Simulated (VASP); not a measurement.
# AgBr (Fm-3m) in VASP: further runs

AgBr is run at these levels: PBE; tasks: single point.

Program: VASP 6.6.1. These are calculated values, not measurements. Logs are shortened: lines on timing, memory, paths and dates and some standing lists are left out, and cuts for length are marked.

## (1) The cell of the first run

It takes space group Fm-3m (No. 225, cubic). Conventional cell: a = 5.762 Å, b = 5.762 Å, c = 5.762 Å, α = 90.00°, β = 90.00°, γ = 90.00°. Within 3.8 Å of Ag (site symmetry m-3m) lie 6 Br at 2.88 Å. Within 3.8 Å of Br (site symmetry m-3m) lie 6 Ag at 2.88 Å.

## (2) Single point, PBE (23.91 Å³/atom)

INCAR reads:

```
PREC = Accurate
ENCUT = 500
EDIFF = 1E-6
ISMEAR = 0
SIGMA = 0.05
LREAL = False
LASPH = True
NELM = 120
ALGO = Normal
ISIF = 2
LWAVE = False
LCHARG = False
GGA = PE
NBANDS = 16
GGA_COMPAT = False
```

KPOINTS reads:

```
Automatic mesh
0
Gamma
  10 10 10
```

POSCAR reads:

```
AgBr
1.0
    0.0000000000      2.8807879720      2.8807879720
    2.8807879720      0.0000000000      2.8807879720
    2.8807879720      2.8807879720      0.0000000000
Ag Br
1 1
Direct
    0.5000000000      0.5000000000      0.5000000000
    0.0000000000      0.0000000000      0.0000000000
```

Potentials or basis: VASP PAW PBE potentials, release 64 (Ag, Br).

The run is started by

```
cat potpaw_PBE.64/Ag/POTCAR potpaw_PBE.64/Br/POTCAR > POTCAR
mpirun -np 1 vasp_std > vasp.out
```

OUTCAR:

```text
PREC = Accurate
   ENCUT = 500
   EDIFF = 1E-6
   ISMEAR = 0
   LREAL = False
   LASPH = True
   NELM = 120
   ISIF = 2
   GGA = PE

 ion  position               nearest neighbor table
   1  0.500  0.500  0.500-   2 2.88   2 2.88   2 2.88   2 2.88   2 2.88   2 2.88
   2  0.000  0.000  0.000-   1 2.88   1 2.88   1 2.88   1 2.88   1 2.88   1 2.88

  LATTYP: Found a face centered cubic cell.
 ALAT       =     5.7615759440

  Lattice vectors:

 A1 = (   0.0000000000,   2.8807879720,   2.8807879720)
 A2 = (   2.8807879720,   0.0000000000,   2.8807879720)
 A3 = (   2.8807879720,   2.8807879720,   0.0000000000)

Analysis of symmetry for initial positions (statically):
=====================================================================
 Subroutine PRICEL returns:
 Original cell was already a primitive cell.

 Routine SETGRP: Setting up the symmetry group for a
 face centered cubic supercell.

 Subroutine GETGRP returns: Found 48 space group operations
 (whereof 48 operations were pure point group operations)
 out of a pool of 48 trial point group operations.

The static configuration has the point symmetry O_h .

Analysis of symmetry for dynamics (positions and initial velocities):
=====================================================================
 Subroutine PRICEL returns:
 Original cell was already a primitive cell.

 Routine SETGRP: Setting up the symmetry group for a
 face centered cubic supercell.

 Subroutine GETGRP returns: Found 48 space group operations
 (whereof 48 operations were pure point group operations)
 out of a pool of 48 trial point group operations.

The dynamic configuration has the point symmetry O_h .

 Subroutine INISYM returns: Found 48 space group operations
 (whereof 48 operations are pure point group operations),
 and found     1 'primitive' translations

----------------------------------------------------------------------------------------

                                     Primitive cell

  volume of cell :      47.8150

  direct lattice vectors                    reciprocal lattice vectors
     0.000000000  2.880787972  2.880787972    -0.173563624  0.173563624  0.173563624
     2.880787972  0.000000000  2.880787972     0.173563624 -0.173563624  0.173563624
     2.880787972  2.880787972  0.000000000     0.173563624  0.173563624 -0.173563624

  length of vectors
     4.074049420  4.074049420  4.074049420     0.300621015  0.300621015  0.300621015

  position of ions in fractional coordinates (direct lattice)
     0.500000000  0.500000000  0.500000000
     0.000000000  0.000000000  0.000000000

  ion indices of the primitive-cell ions
   primitive index   ion index
                 1           1
                 2           2

----------------------------------------------------------------------------------------

 KPOINTS: Automatic mesh

Automatic generation of k-mesh.
 Grid dimensions read from file:
 generate k-points for:   10   10   10

 Generating k-lattice:

  Cartesian coordinates                     Fractional coordinates (reciprocal lattice)
    -0.017356362  0.017356362  0.017356362     0.100000000  0.000000000  0.000000000
     0.017356362 -0.017356362  0.017356362     0.000000000  0.100000000  0.000000000
     0.017356362  0.017356362 -0.017356362     0.000000000  0.000000000  0.100000000

  Length of vectors
     0.030062101  0.030062101  0.030062101

  Shift w.r.t. Gamma in fractional coordinates (k-lattice)
     0.000000000  0.000000000  0.000000000

 Subroutine IBZKPT returns following result:
 ===========================================

 Found     47 irreducible k-points:

 Following reciprocal coordinates:
            Coordinates               Weight
  0.000000  0.000000  0.000000      1.000000
  0.100000  0.000000  0.000000      8.000000
  0.200000  0.000000  0.000000      8.000000
  0.300000  0.000000  0.000000      8.000000
  0.400000  0.000000  0.000000      8.000000
  0.500000  0.000000  0.000000      4.000000
[... 16 lines left out ...]
  0.300000  0.300000  0.000000      6.000000
  0.400000  0.300000  0.000000     24.000000
 [... further k-points ...]
   k-points           NKPTS =     47   k-points in BZ     NKDIM =     47   number of bands    NBANDS=     16
   number of dos      NEDOS =    301   number of ions     NIONS =      2
   total plane-waves  NPLWV =  27000
   dimension x,y,z NGX =    30 NGY =   30 NGZ =   30
   dimension x,y,z NGXF=    60 NGYF=   60 NGZF=   60
   ions per type =               1   1
   NGX,Y,Z   is equivalent  to a cutoff of  12.24, 12.24, 12.24 a.u.
   NGXF,Y,Z  is equivalent  to a cutoff of  24.48, 24.48, 24.48 a.u.
 SYSTEM =  unknown system
   PREC   = accura    normal or accurate (medium, high low for compatibility)
   ISTART =      0    job   : 0-new  1-cont  2-samecut
   ICHARG =      2    charge: 1-file 2-atom 10-const
   ISPIN  =      1    spin polarized calculation?
   LNONCOLLINEAR =      F non collinear calculations
   LSORBIT =      F    spin-orbit coupling
   LASPH  =      T    aspherical Exc in radial PAW
   ENCUT  =  500.0 eV  36.75 Ry    6.06 a.u.   7.43  7.43  7.43*2*pi/ulx,y,z
   NELM   =    120;   NELMIN=  2; NELMDL= -5     # of ELM steps
   EDIFF  = 0.1E-05   stopping-criterion for ELM
   LREAL  =      F    real-space projection
   EDIFFG = 0.1E-04   stopping-criterion for IOM
   NSW    =      0    number of steps for IOM
   IBRION =     -1    ionic relax: 0-MD 1-quasi-New 2-CG
   NFREE  =      0    steps in history (QN), initial steepest desc. (CG)
   ISIF   =      2    stress and relaxation
   ISYM   =      2    0-nonsym 1-usesym 2-fastsym
   POTIM  = 0.5000    time-step for ionic-motion
   TEBEG  =    0.0;   TEEND  =   0.0 temperature during run
   PSTRESS=    0.0 pullay stress
   NELECT =      18.0000    total number of electrons
   NUPDOWN=      -1.0000    fix difference up-down
   EMIN   =  10.00;   EMAX   =-10.00  energy-range for DOS
   EFERMI =   0.00;   METHOD = LEGACY
   ISMEAR =     0;   SIGMA  =   0.05  broadening in eV -4-tet -1-fermi 0-gaus
   EFERMI_NEDOS =   21; number of points for ismear=-14 and -15
   IALGO  =     38    algorithm
   IMIX   =      4    mixing-type and parameters
     AMIX     =   0.40;   BMIX     =  1.00
     AMIX_MAG =   1.60;   BMIX_MAG =  1.00
  volume/ion in A,a.u.               =      23.91       161.34
  Fermi-wavevector in a.u.,A,eV,Ry     =   1.182073  2.233794 19.011381  1.397297
  Thomas-Fermi vector in A             =   2.318334
   LORBIT       =      0    0 simple, 1 ext, 2 COOP (PROOUT), +10 PAW based schemes
   GGA     = PE    functional components
   LHFCALC =     F    Hartree Fock is set to
   AEXX    =    0.0000 exact exchange contribution
   IVDW    =     0    specifies the selected vdW correction
   LEPSILON=     F    determine dielectric tensor
   LRPA    =     F    only Hartree local field effects (RPA)
 non-spin polarized calculation
 Gauss-broadening in eV      SIGMA  =   0.05
  energy-cutoff  :      500.00
  volume of cell :       47.81
 maximum number of plane-waves:      1243
 NGX is ok and might be reduce to    30
   NGX = 15   NGY = 15   NGZ = 15

 number of electron      18.0000003 magnetization

 Free energy of the ion-electron system (eV)
  ---------------------------------------------------
  ext. energy  EPLUGINS =         0.00000000
  ---------------------------------------------------
  free energy    TOTEN  =        -4.98999178 eV

  energy without entropy =       -4.98999178  energy(sigma->0) =       -4.98999178

 E-fermi :   3.7125     XC(G=0):  -9.8041

 val. band max:        3.4855803551   @ k =   0.5000   0.0000   0.0000
 cond. band min:       4.1593892771   @ k =   0.0000   0.0000   0.0000
 fundamental gap:      0.6738089220
 Fermi energy:         3.7124661055

 k-point     1 :       0.0000    0.0000    0.0000
  band No.  band energies     occupation
      1     -11.5250      2.00000
      2       0.7350      2.00000
      3       0.7350      2.00000
      4       0.7351      2.00000
      5       0.7351      2.00000
      6       0.7351      2.00000
[... 8 lines left out ...]
     15      15.2292      0.00000
     16      15.2292      0.00000

 k-point     2 :       0.1000    0.0000    0.0000
  band No.  band energies     occupation
      1     -11.4868      2.00000
      2       0.4520      2.00000
      3       0.4520      2.00000
      4       0.5328      2.00000
      5       0.7623      2.00000
      6       0.7623      2.00000
[... 8 lines left out ...]
     15      14.4927      0.00000
     16      14.8495      0.00000

 k-point     3 :       0.2000    0.0000    0.0000
  band No.  band energies     occupation
      1     -11.3840      2.00000
      2      -0.1892      2.00000
      3       0.0251      2.00000
      4       0.0251      2.00000
      5       0.8347      2.00000
      6       0.8347      2.00000
[... 8 lines left out ...]
     15      14.5499      0.00000
     16      14.6412      0.00000

 k-point     4 :       0.3000    0.0000    0.0000
  band No.  band energies     occupation
      1     -11.2504      2.00000
      2      -0.9650      2.00000
      3      -0.3234      2.00000
      4      -0.3234      2.00000
      5       0.9267      2.00000
      6       0.9267      2.00000
[... 8 lines left out ...]
     15      15.2162      0.00000
     16      15.2162      0.00000
[... 324 lines left out ...]
 k-point    22 :      -0.2000    0.2000    0.0000
  band No.  band energies     occupation
      1     -11.2167      2.00000
      2      -1.0219      2.00000
      3      -0.4549      2.00000
      4       0.0412      2.00000
      5       0.8896      2.00000
      6       0.9825      2.00000
[... 8 lines left out ...]
     15      16.8869      0.00000
     16      16.9107      0.00000

 k-point    23 :       0.3000    0.3000    0.0000
  band No.  band energies     occupation
      1     -11.2034      2.00000
      2      -1.0123      2.00000
      3       0.4928      2.00000
      4       0.4928      2.00000
      5       0.5609      2.00000
      6       0.8369      2.00000
[... 8 lines left out ...]
     15      17.4176      0.00000
     16      18.8934      0.00000

 k-point    24 :       0.4000    0.3000    0.0000
  band No.  band energies     occupation
      1     -11.1328      2.00000
      2      -1.0132      2.00000
      3       0.1588      2.00000
      4       0.2413      2.00000
      5       0.6934      2.00000
      6       1.0069      2.00000
[... 8 lines left out ...]
     15      17.8316      0.00000
     16      18.6487      0.00000

 [... further k-points ...]
[... 5 lines left out ...]
  --------------------------------------------------------------------------------------
  -------------------------------------------------------------------------------------
  Total        0.5178403      0.5178403      0.5178403      0.0000000      0.0000000      0.0000000
  in kB       17.3517209     17.3517209     17.3517209      0.0000000      0.0000000      0.0000000
  external PRESSURE =      17.3517209 kB  Pullay stress =       0.0000000 kB

 VOLUME and BASIS-vectors are now :
 -----------------------------------------------------------------------------
  energy-cutoff  :      500.00
  volume of cell :       47.81
      direct lattice vectors                 reciprocal lattice vectors
     0.000000000  2.880787972  2.880787972    -0.173563624  0.173563624  0.173563624
     2.880787972  0.000000000  2.880787972     0.173563624 -0.173563624  0.173563624
     2.880787972  2.880787972  0.000000000     0.173563624  0.173563624 -0.173563624

 POSITION                                       TOTAL-FORCE (eV/Angst)
 -----------------------------------------------------------------------------------
      2.88079      2.88079      2.88079        -0.000000      0.000000      0.000000
      0.00000      0.00000      0.00000         0.000000     -0.000000     -0.000000
 -----------------------------------------------------------------------------------
    total drift:                                0.000000      0.000000      0.000000

  FREE ENERGIE OF THE ION-ELECTRON SYSTEM (eV)
  ---------------------------------------------------
  free  energy   TOTEN  =        -4.9899917818 eV

  energy  without entropy=       -4.9899917818  energy(sigma->0) =       -4.98999178
```

Run time: 15 s. Hardware: 1 thread of Intel Xeon 6975P-C (Granite Rapids), shared host; peak memory 0.18 GiB.

What came out:

* Free energy: -4.9900 eV
* Pressure: 1.7 GPa
* Band gap on the k mesh: 0.67 eV (least direct gap 2.57 eV)

## (3) Single point, PBE (24.45 Å³/atom)

This run uses another cell than the first one, of 24.45 Å³/atom.

INCAR reads:

```
PREC = Accurate ; ENCUT = 500
EDIFF = 1E-6 ; ISMEAR = 0
SIGMA = 0.05 ; LREAL = False
LASPH = True ; NELM = 120
ALGO = Normal ; ISIF = 2
LWAVE = False ; LCHARG = True
GGA = PE ; LELF = True
LVHAR = True ; NBANDS = 16
GGA_COMPAT = False
```

KPOINTS reads:

```
regular mesh
0
Gamma
  10 10 10
```

POSCAR reads:

```
AgBr
1.0
    0.0000000000      2.9024534536      2.9024534536
    2.9024534536      0.0000000000      2.9024534536
    2.9024534536      2.9024534536      0.0000000000
Ag Br
1 1
Direct
    0.5000000000      0.5000000000      0.5000000000
    0.0000000000      0.0000000000      0.0000000000
```

Potentials or basis: VASP PAW PBE potentials, release 64 (Ag, Br).

The run is started by

```
cat potpaw_PBE.64/Ag/POTCAR potpaw_PBE.64/Br/POTCAR > POTCAR
mpirun -np 1 vasp_std > vasp.out
```

Run time: 15 s. Hardware: 1 thread of Intel Xeon 6975P-C (Granite Rapids), shared host; peak memory 0.19 GiB.

It converged, with:

| Item | Value |
| --- | --- |
| Free energy | -4.9983 eV |
| Pressure | 0.7 GPa |
| Band gap on the k mesh | 0.68 eV (least direct gap 2.50 eV) |

Levels at points of the mesh, in eV from the valence-band top:
| k point | band 6 | band 7 | band 8 | band 9 | band 10 | band 11 | band 12 | band 13 |
| --- | --- | --- | --- | --- | --- | --- | --- | --- |
| (0.00, 0.00, 0.00) | -2.66 | -1.81 | -1.81 | -1.81 | 0.68 | 9.92 | 9.92 | 9.92 |
| (0.50, 0.00, 0.00) | -2.38 | -2.05 | 0.00 | 0.00 | 3.83 | 6.40 | 6.83 | 6.83 |
| (0.50, 0.50, 0.00) | -2.51 | -2.28 | -2.28 | -2.20 | 1.67 | 7.12 | 8.93 | 10.88 |

A k mesh can miss the band edges.

## (4) Single point, PBE (24.41 Å³/atom)

This run uses another cell than the first one, of 24.41 Å³/atom.

INCAR reads:

```
SYSTEM = AgBr
ALGO = Normal
EDIFF = 1E-6
ENCUT = 500
GGA = PE
GGA_COMPAT = .FALSE.
ISIF = 2
ISMEAR = 0
LASPH = .TRUE.
LCHARG = .FALSE.
LREAL = .FALSE.
LWAVE = .FALSE.
NBANDS = 16
NELM = 120
PREC = Accurate
SIGMA = 0.05
```

KPOINTS reads:

```
k-points
0
G
  10 10 10
  0 0 0
```

POSCAR reads:

```
AgBr
1.0
    0.0000000000      2.9006561031      2.9006561031
    2.9006561031      0.0000000000      2.9006561031
    2.9006561031      2.9006561031      0.0000000000
Ag Br
1 1
Direct
    0.5000000000      0.5000000000      0.5000000000
    0.0000000000      0.0000000000      0.0000000000
```

The run is started by

```
cat potpaw_PBE.64/Ag/POTCAR potpaw_PBE.64/Br/POTCAR > POTCAR
mpirun -np 1 vasp_std > vasp.out
```

Run time: 15 s. Hardware: 1 thread of Intel Xeon 6975P-C (Granite Rapids), shared host; peak memory 0.18 GiB.

It converged, with:

| Quantity | Value |
| --- | --- |
| Free energy | -4.9979 eV |
| Pressure | 0.8 GPa |
| Band gap on the k mesh | 0.68 eV (least direct gap 2.50 eV) |

Levels at points of the mesh, in eV from the valence-band top:
```
           k point  band 6  band 7  band 8  band 9  band 10  band 11  band 12  band 13
(0.00, 0.00, 0.00)   -2.67   -1.82   -1.82   -1.82     0.68     9.92     9.92     9.92
(0.50, 0.00, 0.00)   -2.38   -2.06    0.00    0.00     3.82     6.41     6.82     6.82
(0.50, 0.50, 0.00)   -2.52   -2.29   -2.29   -2.21     1.67     7.11     8.94    10.89
```

A k mesh can miss the band edges. PBE gaps usually lie below the measured ones, often by a third to a half.

## (5) Summary

```csv
cell,gap on the mesh (eV),pressure (GPa)
"a = 4.074 Å, angles 60.0°, 2 atoms",0.67,1.7
"a = 4.105 Å, angles 60.0°, 2 atoms",0.68,0.7
"a = 4.102 Å, angles 60.0°, 2 atoms",0.68,0.8
```

Alike in all rows: task single point; level PBE; potentials or basis VASP PAW PBE potentials, release 64 (Ag, Br); no spin polarisation; k mesh 10 × 10 × 10; cutoff (eV) 500; smearing gaussian 0.05 eV.

Total energies depend on the potentials used, so only differences within one code and one set of settings carry meaning.
